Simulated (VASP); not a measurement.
Write the native input for VASP 6.6.1 that does the following.

```
Task                   : single point
Functional             : PBE
Potentials or basis    : VASP PAW PBE potentials, release 64 (Mg, Se)
Cutoff                 : 520 eV
k mesh                 : 6 × 6 × 8
Occupations            : gaussian, width 0.1 eV
Spin                   : no spin polarisation
Dipole correction      : no
Further INCAR settings : ALGO = Normal; EDIFF = 1e-06; NBANDS = 25
```

The structure of MgSe5 lies in POSCAR:

```
MgSe5
1.0
    5.5509192579      0.0000000000      0.0000000000
   -2.7754596289      4.8072370917      0.0000000000
    0.0000000000      0.0000000000      5.2906460087
Mg Se
1 5
Direct
    0.0000000000      0.0000000000      0.0000000000
    0.5000000000      0.0000000000      0.5000000000
    0.5000000000      0.5000000000      0.5000000000
    0.0000000000      0.5000000000      0.5000000000
    0.3333333333      0.6666666667      0.0000000000
    0.6666666667      0.3333333333      0.0000000000
```

The cell was built from a structure type or drawn by symmetry, and may not be a known phase.

One way to write it, as run:

INCAR

```
PREC = Accurate
ENCUT = 520
EDIFF = 1E-6
ISMEAR = 0
SIGMA = 0.1
LREAL = False
LASPH = True
NELM = 80
ALGO = Normal
ISIF = 2
LWAVE = False
LCHARG = False
GGA = PE
NBANDS = 25
```

KPOINTS

```
Automatic mesh
0
Gamma
  6 6 8
```

Potentials or basis: VASP PAW PBE potentials, release 64 (Mg, Se).

The run is started by

```bash
$ cat potpaw_PBE.64/Mg/POTCAR potpaw_PBE.64/Se/POTCAR > POTCAR
$ mpirun -np 1 vasp_std > vasp.out
```

Results of the run:

- Pressure: 0.0 GPa
- Band gap on the k mesh: zero (bands 16 and 17 overlap by 1.31 eV)

Run time: 70 s on 1 thread of Intel(R) Xeon(R) 6975P-C (Granite Rapids), with other jobs on the host, peak memory 0.3 GiB.
